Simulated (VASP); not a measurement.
# Si8O15 (a cell with a defect) in VASP: relaxation of the atoms with PBE+D3(BJ)

Aim: the relaxation of the atoms of Si8O15 (a cell with a defect) with PBE+D3(BJ).

All numbers are computed with VASP 6.6.1; they aren't measurements. Logs are shortened: lines on timing, memory, paths and dates and some standing lists are left out, and cuts for length are marked.

**1. The cell of the first run**

The cell holds a defect, 23 atoms: a = 6.758 Å, b = 6.082 Å, c = 6.500 Å, α = 64.87°, β = 54.57°, γ = 60.56°.

**2. Relaxation of the atoms, PBE+D3(BJ)**

INCAR reads:

```
PREC = Accurate ; ENCUT = 520
EDIFF = 1E-6 ; ISMEAR = 0
SIGMA = 0.02 ; LREAL = Auto
LASPH = True ; NELM = 80
ALGO = Normal ; ISIF = 2
LWAVE = False ; LCHARG = False
GGA = PE ; IVDW = 12
IBRION = 2 ; NSW = 80
EDIFFG = -0.03
```

KPOINTS reads:

```
regular mesh
0
Gamma
  2 2 2
```

POSCAR reads:

```
Si8O15
1.0
    0.0000000000      5.0462000000      4.4946000000
    4.0970000000      0.0000000000      4.4946000000
    4.0970000000      5.0462000000      0.0000000000
Si O
8 15
Direct
    0.2011000000      0.0489000000      0.9511000000
    0.2989000000      0.4511000000      0.0489000000
    0.7989000000      0.9511000000      0.0489000000
    0.2011000000      0.0489000000      0.4511000000
    0.7011000000      0.5489000000      0.4511000000
    0.7989000000      0.9511000000      0.5489000000
    0.2989000000      0.4511000000      0.5489000000
    0.7011000000      0.5489000000      0.9511000000
    0.4047500000      0.5138500000      0.2197500000
    0.2638500000      0.1547500000      0.6116500000
    0.3616500000      0.7197500000      0.5138500000
    0.0302500000      0.3883500000      0.3452500000
    0.0952500000      0.9861500000      0.2802500000
    0.2361500000      0.3452500000      0.8883500000
    0.1383500000      0.7802500000      0.9861500000
    0.9047500000      0.0138500000      0.7197500000
    0.7638500000      0.6547500000      0.1116500000
    0.8616500000      0.2197500000      0.0138500000
    0.9697500000      0.6116500000      0.6547500000
    0.5952500000      0.4861500000      0.7802500000
    0.7361500000      0.8452500000      0.3883500000
    0.6383500000      0.2802500000      0.4861500000
    0.5302500000      0.8883500000      0.8452500000
```

Potentials or basis: VASP PAW PBE potentials, release 64 (Si, O).

On the command line:

```sh
$ cat potpaw_PBE.64/Si/POTCAR potpaw_PBE.64/O/POTCAR > POTCAR
$ mpirun -np 1 vasp_std > vasp.out
```

OUTCAR:

```text
PREC = Accurate
   ENCUT = 520
   EDIFF = 1E-6
   ISMEAR = 0
   LREAL = Auto
   LASPH = True
   NELM = 80
   ISIF = 2
   GGA = PE
   IVDW = 12
   IBRION = 2
   NSW = 80
   EDIFFG = -0.03
 IVDW          = 12

 ion  position               nearest neighbor table
   1  0.201  0.049  0.951-  23 1.74  13 1.74  15 1.78  14 1.78  18 1.85  10 1.85   3 2.72   7 2.72

   2  0.299  0.451  0.049-  14 1.74  15 1.74  12 1.78  20 1.78   9 1.85   8 2.72   4 2.72
   3  0.799  0.951  0.049-  16 1.74  18 1.78  17 1.78  15 1.85  21 1.85   5 2.72   1 2.72
   4  0.201  0.049  0.451-  10 1.74  11 1.74  16 1.78  13 1.85  12 1.85   6 2.72   2 2.72
   5  0.701  0.549  0.451-  12 1.74  20 1.74  22 1.78  21 1.78  11 1.85  17 1.85   3 2.72   7 2.72

   6  0.799  0.951  0.549-  21 1.74  22 1.74  23 1.78  13 1.78  16 1.85  19 1.85   4 2.72   8 2.72

   7  0.299  0.451  0.549-  19 1.74   9 1.74  11 1.78  10 1.78  22 1.85  14 1.85   1 2.72   5 2.72

   8  0.701  0.549  0.951-  17 1.74  18 1.74  19 1.78   9 1.78  20 1.85  23 1.85   2 2.72   6 2.72

   9  0.405  0.514  0.220-   7 1.74   8 1.78   2 1.85
  10  0.264  0.155  0.612-   4 1.74   7 1.78   1 1.85
  11  0.362  0.720  0.514-   4 1.74   7 1.78   5 1.85
  12  0.030  0.388  0.345-   5 1.74   2 1.78   4 1.85
  13  0.095  0.986  0.280-   1 1.74   6 1.78   4 1.85
  14  0.236  0.345  0.888-   2 1.74   1 1.78   7 1.85
  15  0.138  0.780  0.986-   2 1.74   1 1.78   3 1.85
  16  0.905  0.014  0.720-   3 1.74   4 1.78   6 1.85
  17  0.764  0.655  0.112-   8 1.74   3 1.78   5 1.85
  18  0.862  0.220  0.014-   8 1.74   3 1.78   1 1.85
  19  0.970  0.612  0.655-   7 1.74   8 1.78   6 1.85
  20  0.595  0.486  0.780-   5 1.74   2 1.78   8 1.85
  21  0.736  0.845  0.388-   6 1.74   5 1.78   3 1.85
  22  0.638  0.280  0.486-   6 1.74   5 1.78   7 1.85
  23  0.530  0.888  0.845-   1 1.74   6 1.78   8 1.85

  LATTYP: Found a face centered orthorhombic cell.
 ALAT       =     8.1940000000
 B/A-ratio  =     1.0970466195
 C/A-ratio  =     1.2316817183

  Lattice vectors:

 A1 = (   0.0000000000,   5.0462000000,  -4.4946000000)
 A2 = (   4.0970000000,   5.0462000000,   0.0000000000)
 A3 = (   4.0970000000,   0.0000000000,  -4.4946000000)

Analysis of symmetry for initial positions (statically):
=====================================================================
 Subroutine PRICEL returns:
 Original cell was already a primitive cell.

 Routine SETGRP: Setting up the symmetry group for a
 face centered orthorhombic supercell.

 Subroutine GETGRP returns: Found  1 space group operations
 (whereof  1 operations were pure point group operations)
 out of a pool of  8 trial point group operations.

The static configuration has the point symmetry C_1 .

Analysis of symmetry for dynamics (positions and initial velocities):
=====================================================================
 Subroutine PRICEL returns:
 Original cell was already a primitive cell.

 Routine SETGRP: Setting up the symmetry group for a
 face centered orthorhombic supercell.

 Subroutine GETGRP returns: Found  1 space group operations
 (whereof  1 operations were pure point group operations)
 out of a pool of  8 trial point group operations.

The dynamic configuration has the point symmetry C_1 .

 Subroutine INISYM returns: Found  1 space group operations
 (whereof  1 operations are pure point group operations),
 and found     1 'primitive' translations

----------------------------------------------------------------------------------------

                                     Primitive cell

  volume of cell :     185.8453

  direct lattice vectors                    reciprocal lattice vectors
     0.000000000  5.046200000  4.494600000    -0.122040517  0.099084460  0.111244605
     4.097000000  0.000000000  4.494600000     0.122040517 -0.099084460  0.111244605
     4.097000000  5.046200000  0.000000000     0.122040517  0.099084460 -0.111244605

  length of vectors
     6.757630028  6.081680537  6.499964880     0.192579802  0.192579802  0.192579802

  position of ions in fractional coordinates (direct lattice)
     0.201100000  0.048900000  0.951100000
     0.298900000  0.451100000  0.048900000
     0.798900000  0.951100000  0.048900000
     0.201100000  0.048900000  0.451100000
     0.701100000  0.548900000  0.451100000
     0.798900000  0.951100000  0.548900000
[... 15 lines left out ...]
     0.638350000  0.280250000  0.486150000
     0.530250000  0.888350000  0.845250000

  ion indices of the primitive-cell ions
   primitive index   ion index
                 1           1
                 2           2
                 3           3
                 4           4
                 5           5
                 6           6
[... 15 lines left out ...]
                22          22
                23          23

----------------------------------------------------------------------------------------

 KPOINTS: regular mesh

Automatic generation of k-mesh.
 Grid dimensions read from file:
 generate k-points for:    2    2    2

 Generating k-lattice:

  Cartesian coordinates                     Fractional coordinates (reciprocal lattice)
    -0.061020259  0.049542230  0.055622302     0.500000000  0.000000000  0.000000000
     0.061020259 -0.049542230  0.055622302     0.000000000  0.500000000  0.000000000
     0.061020259  0.049542230 -0.055622302     0.000000000  0.000000000  0.500000000

  Length of vectors
     0.096289901  0.096289901  0.096289901

  Shift w.r.t. Gamma in fractional coordinates (k-lattice)
     0.000000000  0.000000000  0.000000000

 Subroutine IBZKPT returns following result:
 ===========================================

 Found      8 irreducible k-points:

 Following reciprocal coordinates:
            Coordinates               Weight
  0.000000  0.000000  0.000000      1.000000
  0.500000  0.000000  0.000000      1.000000
  0.500000  0.500000  0.500000      1.000000
  0.000000  0.500000  0.000000      1.000000
  0.000000  0.000000  0.500000      1.000000
  0.500000  0.500000  0.000000      1.000000
  0.500000  0.000000  0.500000      1.000000
  0.000000  0.500000  0.500000      1.000000
   k-points           NKPTS =      8   k-points in BZ     NKDIM =      8   number of bands    NBANDS=     73
   number of dos      NEDOS =    301   number of ions     NIONS =     23
   total plane-waves  NPLWV = 115200
   dimension x,y,z NGX =    50 NGY =   48 NGZ =   48
   dimension x,y,z NGXF=   100 NGYF=   96 NGZF=   96
   ions per type =               8  15
   NGX,Y,Z   is equivalent  to a cutoff of  12.30, 13.12, 12.28 a.u.
   NGXF,Y,Z  is equivalent  to a cutoff of  24.60, 26.24, 24.55 a.u.
 SYSTEM =  unknown system
   PREC   = accura    normal or accurate (medium, high low for compatibility)
   ISTART =      0    job   : 0-new  1-cont  2-samecut
   ICHARG =      2    charge: 1-file 2-atom 10-const
   ISPIN  =      1    spin polarized calculation?
   LNONCOLLINEAR =      F non collinear calculations
   LSORBIT =      F    spin-orbit coupling
   LASPH  =      T    aspherical Exc in radial PAW
   ENCUT  =  520.0 eV  38.22 Ry    6.18 a.u.  12.56 11.31 12.09*2*pi/ulx,y,z
   NELM   =     80;   NELMIN=  2; NELMDL= -5     # of ELM steps
   EDIFF  = 0.1E-05   stopping-criterion for ELM
   LREAL  =      T    real-space projection
   EDIFFG = -.3E-01   stopping-criterion for IOM
   NSW    =     80    number of steps for IOM
   IBRION =      2    ionic relax: 0-MD 1-quasi-New 2-CG
   NFREE  =      1    steps in history (QN), initial steepest desc. (CG)
   ISIF   =      2    stress and relaxation
   ISYM   =      2    0-nonsym 1-usesym 2-fastsym
   POTIM  = 0.5000    time-step for ionic-motion
   TEBEG  =    0.0;   TEEND  =   0.0 temperature during run
   PSTRESS=    0.0 pullay stress
   NELECT =     122.0000    total number of electrons
   NUPDOWN=      -1.0000    fix difference up-down
   EMIN   =  10.00;   EMAX   =-10.00  energy-range for DOS
   EFERMI =   0.00;   METHOD = LEGACY
   ISMEAR =     0;   SIGMA  =   0.02  broadening in eV -4-tet -1-fermi 0-gaus
   EFERMI_NEDOS =   21; number of points for ismear=-14 and -15
   IALGO  =     38    algorithm
   IMIX   =      4    mixing-type and parameters
     AMIX     =   0.40;   BMIX     =  1.00
     AMIX_MAG =   1.60;   BMIX_MAG =  1.00
  volume/ion in A,a.u.               =       8.08        54.53
  Fermi-wavevector in a.u.,A,eV,Ry     =   1.422801  2.688705 27.543142  2.024364
  Thomas-Fermi vector in A             =   2.543467
   LORBIT       =      0    0 simple, 1 ext, 2 COOP (PROOUT), +10 PAW based schemes
   GGA     = PE    functional components
   LHFCALC =     F    Hartree Fock is set to
   AEXX    =    0.0000 exact exchange contribution
   IVDW    =    12    specifies the selected vdW correction
   LEPSILON=     F    determine dielectric tensor
   LRPA    =     F    only Hartree local field effects (RPA)
 conjugate gradient relaxation of ions
 non-spin polarized calculation
 Gauss-broadening in eV      SIGMA  =   0.02
  energy-cutoff  :      520.00
  volume of cell :      185.85
 maximum number of plane-waves:      5022
   NGX = 25   NGY = 23   NGZ = 25

--------------------------------------- Ionic step        1  -------------------------------------------

 number of electron     122.0000008 magnetization

 Free energy of the ion-electron system (eV)
  ---------------------------------------------------
  ext. energy  EPLUGINS =         0.00000000
  ---------------------------------------------------
  free energy    TOTEN  =      -172.34529184 eV

  energy without entropy =     -172.34529184  energy(sigma->0) =     -172.34529184

------------------------ aborting loop because EDIFF is reached ----------------------------------------

 Edisp (eV)   -5.49353

 E8    (eV) :    -1.9031

  FORCE on cell =-STRESS in cart. coord.  units (eV):
  Direction    XX          YY          ZZ          XY          YZ          ZX
  --------------------------------------------------------------------------------------
  -------------------------------------------------------------------------------------
  Total      -2.15404     1.08505     0.16613     0.74935     0.61928     0.13861
  in kB     -18.57001     9.35423     1.43217     6.46017     5.33880     1.19495
  external pressure =       -2.59 kB  Pullay stress =        0.00 kB
[... 160 lines left out ...]
  FREE ENERGIE OF THE ION-ELECTRON SYSTEM (eV)
  ---------------------------------------------------
  free  energy   TOTEN  =      -178.1373556093 eV

  energy  without entropy=     -178.1373556093  energy(sigma->0) =     -178.13735561

[... ionic steps 4 to 15 ...]

--------------------------------------- Ionic step       16  -------------------------------------------

 number of electron     122.0000002 magnetization

------------------------ aborting loop because EDIFF is reached ----------------------------------------

 Edisp (eV)   -5.49293

 E8    (eV) :    -1.9027
[... 111 lines left out ...]
  energy  without entropy=     -178.2126121827  energy(sigma->0) =     -178.21261218

--------------------------------------- Ionic step       18  -------------------------------------------

 number of electron     122.0000003 magnetization

 Free energy of the ion-electron system (eV)
  ---------------------------------------------------
  ext. energy  EPLUGINS =         0.00000000
  ---------------------------------------------------
  free energy    TOTEN  =      -172.72004271 eV

  energy without entropy =     -172.72004271  energy(sigma->0) =     -172.72004271

 E-fermi :   9.2647     XC(G=0): -12.1512

 val. band max:        9.0924496652   @ k =   0.5000   0.0000   0.5000
 cond. band min:      12.2272538521   @ k =   0.5000   0.0000   0.0000
 fundamental gap:      3.1348041869
 Fermi energy:         9.2646555773

 k-point     1 :       0.0000    0.0000    0.0000
  band No.  band energies     occupation
      1     -14.2819      2.00000
      2     -11.9719      2.00000
      3     -11.9637      2.00000
      4     -11.9094      2.00000
      5     -11.7587      2.00000
      6     -11.5798      2.00000
[... 651 lines left out ...]
  FREE ENERGIE OF THE ION-ELECTRON SYSTEM (eV)
  ---------------------------------------------------
  free  energy   TOTEN  =      -178.2129747483 eV

  energy  without entropy=     -178.2129747483  energy(sigma->0) =     -178.21297475

 reached required accuracy - stopping structural energy minimisation
```

Run time: 47 min. Hardware: 1 thread of Oxide Virtual Turin-like, shared host; peak memory 0.36 GiB.

What came out:

- Free energy: -178.2130 eV
- Energy gained by relaxing: 16.3 meV/atom
- Ionic steps: 18
- Pressure after relaxing: -1.6 GPa
- Largest force after relaxing: 0.026 eV/Å
- Band gap on the k mesh: 3.13 eV
- Dispersion energy per atom: -0.239 eV

Forces on the atoms (eV/Å):
```
Si   0.008  0.021 -0.001
Si  -0.024  0.001  0.001
Si   0.022 -0.013 -0.004
Si   0.009  0.010 -0.018
Si   0.002  0.000  0.012
Si   0.003 -0.011  0.002
Si   0.003 -0.012 -0.008
Si  -0.017  0.015  0.002
O   -0.004 -0.002  0.005
O    0.008  0.001 -0.004
O    0.000  0.007 -0.001
O   -0.001  0.003  0.001
O    0.005 -0.003 -0.004
O   -0.004 -0.003  0.004
O   -0.010  0.006  0.001
O    0.000 -0.009  0.008
O   -0.007  0.006  0.003
O    0.008 -0.003  0.001
O    0.010 -0.004 -0.007
O   -0.007  0.005 -0.001
O    0.008 -0.002 -0.010
O   -0.008 -0.005  0.014
O   -0.006 -0.005  0.005
```

The path:
```
step  energy change (eV)  largest force (eV/Å)  pressure (GPa)
   1              0.0000                1.5099           -0.26
   2             -0.2159                0.9326           -0.06
   3             -0.2985                0.4498           -0.55
   4             -0.3503                0.3226           -1.13
   5             -0.3508                0.3862           -1.18
   6             -0.3629                0.3337           -1.70
   7             -0.3649                0.2304           -1.57
   8             -0.3690                0.1449           -1.56
   9             -0.3690                0.1445           -1.56
  10             -0.3708                0.1033           -1.46
  11             -0.3708                0.1032           -1.46
  12             -0.3720                0.0807           -1.47
  13             -0.3721                0.0723           -1.47
  14             -0.3730                0.0440           -1.52
  15             -0.3731                0.0603           -1.54
  16             -0.3738                0.0457           -1.55
  17             -0.3738                0.0461           -1.56
  18             -0.3742                0.0264           -1.57
```

Final structure:
```cif
data_structure
_symmetry_space_group_name_H-M 'P 1'
_symmetry_Int_Tables_number 1
_cell_length_a 6.7576
_cell_length_b 6.0817
_cell_length_c 6.5000
_cell_angle_alpha 64.874
_cell_angle_beta 54.569
_cell_angle_gamma 60.558
_cell_volume 185.85
loop_
_atom_site_label
_atom_site_type_symbol
_atom_site_fract_x
_atom_site_fract_y
_atom_site_fract_z
_atom_site_occupancy
Si1 Si 0.20052 0.04599 0.95111 1
Si2 Si 0.29230 0.45619 0.05076 1
Si3 Si 0.78314 0.96058 0.05103 1
Si4 Si 0.21485 0.05181 0.43615 1
Si5 Si 0.69873 0.55061 0.45214 1
Si6 Si 0.80167 0.95188 0.54983 1
Si7 Si 0.29997 0.44892 0.54941 1
Si8 Si 0.70115 0.54803 0.95106 1
O1 O 0.40421 0.50687 0.21548 1
O2 O 0.26925 0.15276 0.61460 1
O3 O 0.36669 0.71232 0.51663 1
O4 O 0.03363 0.38746 0.34707 1
O5 O 0.10225 0.98129 0.28141 1
O6 O 0.23496 0.34324 0.88753 1
O7 O 0.13077 0.78683 0.98388 1
O8 O 0.90656 0.01816 0.70937 1
O9 O 0.76393 0.65383 0.11647 1
O10 O 0.86434 0.21640 0.01709 1
O11 O 0.96558 0.61426 0.65318 1
O12 O 0.59465 0.48199 0.78850 1
O13 O 0.73027 0.84887 0.38770 1
O14 O 0.63526 0.28517 0.48303 1
O15 O 0.53557 0.88489 0.85180 1
```

Caveat: the k points lie up to 0.61 Å⁻¹ apart.
